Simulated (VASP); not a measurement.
# MgO (P6_3mc) in VASP: a series of runs

Runs on MgO. Level: PBEsol. Tasks: single point.

Everything below comes from runs of VASP 6.6.1. Logs are shortened: lines on timing, memory, paths and dates and some standing lists are left out, and cuts for length are marked.

**1. The cell of the first run**

Symmetry: P6_3mc, No. 186, hexagonal system. Conventional cell: a = 3.401 Å, b = 3.401 Å, c = 4.713 Å, α = 90.00°, β = 90.00°, γ = 120.00°. Mg (site symmetry 3m) has 4 O at 1.89 to 2.02 Å within 2.5 Å. Within 2.5 Å of O (site symmetry 3m) lie 4 Mg at 1.89 to 2.02 Å.

**2. Single point, PBEsol**

Input file INCAR:

```
SYSTEM = MgO
PREC = Accurate
ENCUT = 520
EDIFF = 1E-6
ISMEAR = 0
SIGMA = 0.05
LREAL = .False.
LASPH = .True.
NELM = 100
ALGO = Normal
ISIF = 2
LWAVE = .False.
LCHARG = .True.
GGA = PS
LELF = .True.
LVHAR = .True.
NBANDS = 16
```

Input file KPOINTS:

```
regular mesh
0
Gamma
  9 9 6
  0 0 0
```

Input file POSCAR:

```
MgO
1.0
    3.4010127377      0.0000000000      0.0000000000
   -1.7005063689      2.9453634294      0.0000000000
    0.0000000000      0.0000000000      4.7134523992
Mg O
2 2
Direct
    0.3333333333      0.6666666667      0.0021597400
    0.6666666667      0.3333333333      0.5021597400
    0.3333333333      0.6666666667      0.4024402600
    0.6666666667      0.3333333333      0.9024402600
```

Potentials or basis: VASP PAW PBE potentials, release 64 (Mg, O).

Launch:

```sh
$ cat potpaw_PBE.64/Mg/POTCAR potpaw_PBE.64/O/POTCAR > POTCAR
$ mpirun -np 1 vasp_std > vasp.out
```

OUTCAR:

```text
SYSTEM = MgO
   PREC = Accurate
   ENCUT = 520
   EDIFF = 1E-6
   ISMEAR = 0
   LREAL = .False.
   LASPH = .True.
   NELM = 100
   ISIF = 2
   GGA = PS

 ion  position               nearest neighbor table
   1  0.333  0.667  0.002-   3 1.89   4 2.02   4 2.02   4 2.02   2 3.07   2 3.07   2 3.07   2 3.07
                             2 3.07   2 3.07
   2  0.667  0.333  0.502-   4 1.89   3 2.02   3 2.02   3 2.02   1 3.07   1 3.07   1 3.07   1 3.07
                             1 3.07   1 3.07
   3  0.333  0.667  0.402-   1 1.89   2 2.02   2 2.02   2 2.02
   4  0.667  0.333  0.902-   2 1.89   1 2.02   1 2.02   1 2.02

  LATTYP: Found a hexagonal cell.
 ALAT       =     3.4010127377
 C/A-ratio  =     1.3858967204

  Lattice vectors:

 A1 = (   3.4010127377,   0.0000000000,   0.0000000000)
 A2 = (  -1.7005063689,   2.9453634294,   0.0000000000)
 A3 = (   0.0000000000,   0.0000000000,   4.7134523992)

Analysis of symmetry for initial positions (statically):
=====================================================================
 Subroutine PRICEL returns:
 Original cell was already a primitive cell.

 Routine SETGRP: Setting up the symmetry group for a
 hexagonal supercell.

 Subroutine GETGRP returns: Found 12 space group operations
 (whereof  6 operations were pure point group operations)
 out of a pool of 24 trial point group operations.

The static configuration has the point symmetry C_3v.
 The point group associated with its full space group is C_6v.

Analysis of symmetry for dynamics (positions and initial velocities):
=====================================================================
 Subroutine PRICEL returns:
 Original cell was already a primitive cell.

 Routine SETGRP: Setting up the symmetry group for a
 hexagonal supercell.

 Subroutine GETGRP returns: Found 12 space group operations
 (whereof  6 operations were pure point group operations)
 out of a pool of 24 trial point group operations.

The dynamic configuration has the point symmetry C_3v.
 The point group associated with its full space group is C_6v.

 Subroutine INISYM returns: Found 12 space group operations
 (whereof  6 operations are pure point group operations),
 and found     1 'primitive' translations

----------------------------------------------------------------------------------------

                                     Primitive cell

  volume of cell :      47.2157

  direct lattice vectors                    reciprocal lattice vectors
     3.401012738  0.000000000  0.000000000     0.294030066  0.169758338  0.000000000
    -1.700506369  2.945363429  0.000000000     0.000000000  0.339516676  0.000000000
     0.000000000  0.000000000  4.713452399     0.000000000  0.000000000  0.212158714

  length of vectors
     3.401012738  3.401012738  4.713452399     0.339516676  0.339516676  0.212158714

  position of ions in fractional coordinates (direct lattice)
     0.333333333  0.666666667  0.002159740
     0.666666667  0.333333333  0.502159740
     0.333333333  0.666666667  0.402440260
     0.666666667  0.333333333  0.902440260

  ion indices of the primitive-cell ions
   primitive index   ion index
                 1           1
                 2           2
                 3           3
                 4           4

----------------------------------------------------------------------------------------

 KPOINTS: regular mesh

Automatic generation of k-mesh.
 Grid dimensions read from file:
 generate k-points for:    9    9    6

 Generating k-lattice:

  Cartesian coordinates                     Fractional coordinates (reciprocal lattice)
     0.032670007  0.018862038  0.000000000     0.111111111  0.000000000  0.000000000
     0.000000000  0.037724075  0.000000000     0.000000000  0.111111111  0.000000000
     0.000000000  0.000000000  0.035359786     0.000000000  0.000000000  0.166666667

  Length of vectors
     0.037724075  0.037724075  0.035359786

  Shift w.r.t. Gamma in fractional coordinates (k-lattice)
     0.000000000  0.000000000  0.000000000

 Subroutine IBZKPT returns following result:
 ===========================================

 Found     48 irreducible k-points:

 Following reciprocal coordinates:
            Coordinates               Weight
  0.000000  0.000000  0.000000      1.000000
  0.111111 -0.000000  0.000000      6.000000
  0.222222 -0.000000  0.000000      6.000000
  0.333333 -0.000000  0.000000      6.000000
  0.444444 -0.000000  0.000000      6.000000
  0.111111  0.111111  0.000000      6.000000
[... 16 lines left out ...]
  0.333333  0.222222  0.166667     24.000000
  0.333333  0.333333  0.166667      4.000000
 [... further k-points ...]
   k-points           NKPTS =     48   k-points in BZ     NKDIM =     48   number of bands    NBANDS=     16
   number of dos      NEDOS =    301   number of ions     NIONS =      4
   total plane-waves  NPLWV =  28224
   dimension x,y,z NGX =    28 NGY =   28 NGZ =   36
[... 66 lines left out ...]
 cond. band min:       4.3629837533   @ k =   0.0000   0.0000   0.0000
 fundamental gap:      3.2326653431
 Fermi energy:         1.3979051442

 k-point     1 :       0.0000    0.0000    0.0000
  band No.  band energies     occupation
      1     -15.1698      2.00000
      2     -14.1974      2.00000
      3      -2.1518      2.00000
      4       0.0918      2.00000
      5       0.0918      2.00000
      6       0.5820      2.00000
[... 8 lines left out ...]
     15      16.8994      0.00000
     16      16.9193      0.00000

 k-point     2 :       0.1111   -0.0000    0.0000
  band No.  band energies     occupation
      1     -15.1115      2.00000
      2     -14.1887      2.00000
      3      -2.0441      2.00000
      4      -0.1734      2.00000
      5       0.0042      2.00000
      6       0.2234      2.00000
[... 8 lines left out ...]
     15      16.8191      0.00000
     16      16.8679      0.00000

 k-point     3 :       0.2222   -0.0000    0.0000
  band No.  band energies     occupation
      1     -14.9534      2.00000
      2     -14.1744      2.00000
      3      -1.7418      2.00000
      4      -0.8990      2.00000
      5      -0.2870      2.00000
      6      -0.1797      2.00000
[... 8 lines left out ...]
     15      15.9299      0.00000
     16      15.9803      0.00000

 k-point     4 :       0.3333   -0.0000    0.0000
  band No.  band energies     occupation
      1     -14.7443      2.00000
      2     -14.1821      2.00000
      3      -1.6424      2.00000
      4      -1.2729      2.00000
      5      -0.6990      2.00000
      6      -0.3549      2.00000
[... 8 lines left out ...]
     15      15.5168      0.00000
     16      15.9076      0.00000

 k-point     5 :       0.4444   -0.0000    0.0000
  band No.  band energies     occupation
      1     -14.5681      2.00000
      2     -14.2237      2.00000
      3      -2.0375      2.00000
      4      -0.9816      2.00000
      5      -0.8147      2.00000
      6      -0.4577      2.00000
[... 8 lines left out ...]
     15      15.3514      0.00000
     16      16.2752      0.00000

 k-point     6 :       0.1111    0.1111    0.0000
  band No.  band energies     occupation
      1     -15.0032      2.00000
      2     -14.1773      2.00000
      3      -1.8383      2.00000
      4      -0.5721      2.00000
      5      -0.4410      2.00000
      6       0.0872      2.00000
[... 8 lines left out ...]
     15      15.8451      0.00000
     16      16.3975      0.00000
[... 267 lines left out ...]
 k-point    21 :       0.4444    0.1111    0.1667
  band No.  band energies     occupation
      1     -14.4892      2.00000
      2     -14.2576      2.00000
      3      -2.1174      2.00000
      4      -1.2872      2.00000
      5      -0.7556      2.00000
      6      -0.2521      2.00000
[... 8 lines left out ...]
     15      14.7983      0.00000
     16      16.4692      0.00000

 k-point    22 :       0.2222    0.2222    0.1667
  band No.  band energies     occupation
      1     -14.6055      2.00000
      2     -14.2246      2.00000
      3      -1.6638      2.00000
      4      -1.5433      2.00000
      5      -0.5499      2.00000
      6      -0.3939      2.00000
[... 8 lines left out ...]
     15      14.8913      0.00000
     16      16.9560      0.00000

 k-point    23 :       0.3333    0.2222    0.1667
  band No.  band energies     occupation
      1     -14.4559      2.00000
      2     -14.2677      2.00000
      3      -1.8861      2.00000
      4      -1.3357      2.00000
      5      -0.9607      2.00000
      6      -0.1408      2.00000
[... 8 lines left out ...]
     15      14.6407      0.00000
     16      16.9784      0.00000

 k-point    24 :       0.3333    0.3333    0.1667
  band No.  band energies     occupation
      1     -14.3433      2.00000
      2     -14.3433      2.00000
      3      -1.7698      2.00000
      4      -1.2504      2.00000
      5      -1.2504      2.00000
      6      -0.1911      2.00000
[... 8 lines left out ...]
     15      14.5056      0.00000
     16      17.7345      0.00000

 [... further k-points ...]
[... 5 lines left out ...]
  --------------------------------------------------------------------------------------
  -------------------------------------------------------------------------------------
  Total       -1.6083931     -1.6083931      3.4878860      0.0000000      0.0000000     -0.0000000
  in kB      -54.5778600    -54.5778600    118.3549957      0.0000000      0.0000000     -0.0000000
  external PRESSURE =       3.0664252 kB  Pullay stress =       0.0000000 kB

 VOLUME and BASIS-vectors are now :
 -----------------------------------------------------------------------------
  energy-cutoff  :      520.00
  volume of cell :       47.22
      direct lattice vectors                 reciprocal lattice vectors
     3.401012738  0.000000000  0.000000000     0.294030066  0.169758338  0.000000000
    -1.700506369  2.945363429  0.000000000     0.000000000  0.339516676  0.000000000
     0.000000000  0.000000000  4.713452399     0.000000000  0.000000000  0.212158714

 POSITION                                       TOTAL-FORCE (eV/Angst)
 -----------------------------------------------------------------------------------
     -0.00000      1.96358      0.01018         0.000000      0.000000     -1.098989
      1.70051      0.98179      2.36691        -0.000000      0.000000     -1.098989
     -0.00000      1.96358      1.89688        -0.000000      0.000000      1.098989
      1.70051      0.98179      4.25361         0.000000     -0.000000      1.098989
 -----------------------------------------------------------------------------------
    total drift:                               -0.000000      0.000000      0.001005

  FREE ENERGIE OF THE ION-ELECTRON SYSTEM (eV)
  ---------------------------------------------------
  free  energy   TOTEN  =       -24.4117717669 eV

  energy  without entropy=      -24.4117717669  energy(sigma->0) =      -24.41177177
```

Run time: 19 s. Hardware: 1 thread of Intel Xeon 6975P-C (Granite Rapids), shared host; peak memory 0.17 GiB.

What came out:

```yaml
Free_energy: -24.4118 eV
Pressure: 0.3 GPa
Largest_force: 1.099 eV/Å
Band_gap_on_the_k_mesh: 3.23 eV, direct
```

Forces in eV/Å, atoms in the order of the input:
```
Mg   0.000  0.000 -1.099
Mg   0.000  0.000 -1.099
O    0.000  0.000  1.099
O    0.000  0.000  1.099
```

Levels at points of the mesh, in eV from the valence-band top:
| k point | band 5 | band 6 | band 7 | band 8 | band 9 | band 10 | band 11 | band 12 |
| --- | --- | --- | --- | --- | --- | --- | --- | --- |
| (0.00, 0.00, 0.00) | -1.04 | -0.55 | -0.55 | 0.00 | 3.23 | 8.27 | 10.63 | 13.14 |
| (0.00, 0.00, 0.50) | -0.80 | -0.80 | -0.80 | -0.80 | 5.82 | 5.82 | 13.62 | 13.62 |

Caveat: the PAW data sets were made with another functional, which shifts forces and pressure a little. A k mesh can miss the band edges.

**3. Single point, PBEsol**

This run uses another cell than the first one, of the same volume but with other edges.

Input file INCAR:

```
SYSTEM = MgO
PREC = Accurate
ENCUT = 520
EDIFF = 1E-6
ISMEAR = 0
SIGMA = 0.05
LREAL = .FALSE.
LASPH = .TRUE.
NELM = 80
ALGO = Normal
ISIF = 2
LWAVE = .FALSE.
LCHARG = .FALSE.
GGA = PS
NBANDS = 16
```

Input file KPOINTS:

```
regular mesh
0
G
  9 9 6
  0 0 0
```

Input file POSCAR:

```
MgO
1.0
    3.2043501923      0.0000000000      0.0000000000
   -1.6021750962      2.7750486692      0.0000000000
    0.0000000000      0.0000000000      5.3097698531
Mg O
2 2
Direct
    0.3333333333      0.6666666667      0.0021597400
    0.6666666667      0.3333333333      0.5021597400
    0.3333333333      0.6666666667      0.4024402600
    0.6666666667      0.3333333333      0.9024402600
```

Potentials or basis: VASP PAW PBE potentials, release 64 (Mg, O).

Launch:

```sh
$ cat potpaw_PBE.64/Mg/POTCAR potpaw_PBE.64/O/POTCAR > POTCAR
$ mpirun -np 1 vasp_std > vasp.out
```

Wall time 15 s (1 thread of Intel Xeon 6975P-C (Granite Rapids), shared host); peak memory 0.17 GiB.

The run converged. Its results:

```
Free energy            : -24.3862 eV
Pressure               : 2.8 GPa
Largest force          : 0.744 eV/Å
Band gap on the k mesh : 3.50 eV, direct
```

Forces in eV/Å, atoms in the order of the input:
```
Mg   0.000  0.000  0.744
Mg   0.000  0.000  0.744
O    0.000  0.000 -0.744
O    0.000  0.000 -0.744
```

Stress tensor (GPa, compression positive):
```
 8.61  0.00  0.00
 0.00  8.61  0.00
 0.00  0.00 -8.69
```

Levels at points of the mesh, in eV from the valence-band top:
```csv
k point,band 5,band 6,band 7,band 8,band 9,band 10,band 11,band 12
"(0.00, 0.00, 0.00)",-0.44,-0.23,-0.23,0.00,3.50,8.76,9.81,15.05
"(0.00, 0.00, 0.50)",-0.34,-0.34,-0.34,-0.34,6.00,6.00,12.67,12.67
```

Caveat: the PAW data sets were made with another functional, which shifts forces and pressure a little. A k mesh can miss the band edges.

**4. Single point, PBEsol**

This run uses another cell than the first one, of the same volume but with other edges.

Input file INCAR:

```
SYSTEM = MgO
PREC = Accurate
ENCUT = 520
EDIFF = 1E-7
ISMEAR = 0
SIGMA = 0.05
LREAL = .False.
LASPH = .True.
NELM = 60
ALGO = Normal
ISIF = 2
LWAVE = .False.
LCHARG = .False.
GGA = PS
NBANDS = 16
```

Input file KPOINTS:

```
Automatic mesh
0
Gamma
  9 9 6
  0 0 0
```

Input file POSCAR:

```
MgO
1.0
    3.2544262524      0.0000000000      0.0000000000
   -1.6272131262      2.8184158093      0.0000000000
    0.0000000000      0.0000000000      5.1476234821
Mg O
2 2
Direct
    0.3333333333      0.6666666667      0.0021597400
    0.6666666667      0.3333333333      0.5021597400
    0.3333333333      0.6666666667      0.4024402600
    0.6666666667      0.3333333333      0.9024402600
```

Launch:

```sh
$ cat potpaw_PBE.64/Mg/POTCAR potpaw_PBE.64/O/POTCAR > POTCAR
$ mpirun -np 1 vasp_std > vasp.out
```

Run time: 14 s. Hardware: 1 thread of Intel Xeon 6975P-C (Granite Rapids), shared host; peak memory 0.17 GiB.

It converged, with:

| Item | Value |
| --- | --- |
| Free energy | -24.5068 eV |
| Pressure | 1.1 GPa |
| Largest force | 0.442 eV/Å |
| Band gap on the k mesh | 3.42 eV, direct |

Forces on the atoms (eV/Å):
```
Mg   0.000  0.000  0.442
Mg   0.000  0.000  0.442
O    0.000  0.000 -0.442
O    0.000  0.000 -0.442
```

Stress tensor (GPa, compression positive):
```
 4.13  0.00  0.00
 0.00  4.13  0.00
 0.00  0.00 -4.91
```

Levels at points of the mesh, in eV from the valence-band top:
```
           k point  band 6  band 7  band 8  band 9  band 10  band 11
(0.00, 0.00, 0.00)   -0.35   -0.35    0.00    3.43     8.56    10.00
(0.00, 0.00, 0.50)   -0.49   -0.49   -0.49    5.93     5.93    12.85
```

Caveat: the PAW data sets were made with another functional, which shifts forces and pressure a little. A k mesh can miss the band edges.

**5. Single point, PBEsol**

This run uses another cell than the first one, of the same volume but with other edges.

Input file INCAR:

```
SYSTEM = MgO
ALGO = Normal ; EDIFF = 1E-6
ENCUT = 520 ; GGA = PS
ISIF = 2 ; ISMEAR = 0
LASPH = .True. ; LCHARG = .False.
LREAL = .False. ; LWAVE = .False.
NBANDS = 16 ; NELM = 80
PREC = Accurate ; SIGMA = 0.05
```

Input file KPOINTS:

```
k-points
0
Gamma
  9 9 6
  0 0 0
```

Input file POSCAR:

```
MgO
1.0
    3.5632055155      0.0000000000      0.0000000000
   -1.7816027578      3.0858264953      0.0000000000
    0.0000000000      0.0000000000      4.2941172505
Mg O
2 2
Direct
    0.3333333333      0.6666666667      0.0021597400
    0.6666666667      0.3333333333      0.5021597400
    0.3333333333      0.6666666667      0.4024402600
    0.6666666667      0.3333333333      0.9024402600
```

Launch:

```sh
$ cat potpaw_PBE.64/Mg/POTCAR potpaw_PBE.64/O/POTCAR > POTCAR
$ mpirun -np 1 vasp_std > vasp.out
```

It took 22 s on 1 thread of Intel Xeon 6975P-C (Granite Rapids), shared host; peak memory 0.17 GiB.

Results (log left out):

```yaml
Free_energy: -23.4453 eV
Pressure: 7.9 GPa
Largest_force: 4.564 eV/Å
Band_gap_on_the_k_mesh: 3.17 eV, direct
```

Forces on the atoms (eV/Å):
```
Mg   0.000  0.000 -4.564
Mg   0.000  0.000 -4.564
O    0.000  0.000  4.564
O    0.000  0.000  4.564
```

Stress tensor (GPa, compression positive):
```
-10.67   0.00   0.00
  0.00 -10.67   0.00
  0.00   0.00  45.17
```

Levels at points of the mesh, in eV from the valence-band top:
| k point | band 6 | band 7 | band 8 | band 9 | band 10 | band 11 |
| --- | --- | --- | --- | --- | --- | --- |
| (0.00, 0.00, 0.00) | -0.55 | -0.55 | 0.00 | 3.17 | 8.48 | 11.51 |
| (0.00, 0.00, 0.50) | -0.95 | -0.95 | -0.95 | 5.90 | 5.90 | 12.59 |

Caveat: the PAW data sets were made with another functional, which shifts forces and pressure a little. A k mesh can miss the band edges.

**6. Overview**

| cell | gap on the mesh (eV) | pressure (GPa) | largest force (eV/Å) |
| --- | --- | --- | --- |
| a = 3.401, b = 3.401, c = 4.713 Å, angles 90.0, 90.0, 120.0°, 4 atoms | 3.23 | 0.3 | 1.10 |
| a = 3.204, b = 3.204, c = 5.310 Å, angles 90.0, 90.0, 120.0°, 4 atoms | 3.50 | 2.8 | 0.74 |
| a = 3.254, b = 3.254, c = 5.148 Å, angles 90.0, 90.0, 120.0°, 4 atoms | 3.42 | 1.1 | 0.44 |
| a = 3.563, b = 3.563, c = 4.294 Å, angles 90.0, 90.0, 120.0°, 4 atoms | 3.17 | 7.9 | 4.56 |

Alike in all rows: task single point; level PBEsol; potentials or basis VASP PAW PBE potentials, release 64 (Mg, O); no spin polarisation; k mesh 9 × 9 × 6; cutoff (eV) 520; smearing gaussian 0.05 eV.

Caveats: the PAW data sets were made with another functional, which shifts forces and pressure a little.

Absolute energies hang on the potentials; compare differences alone.
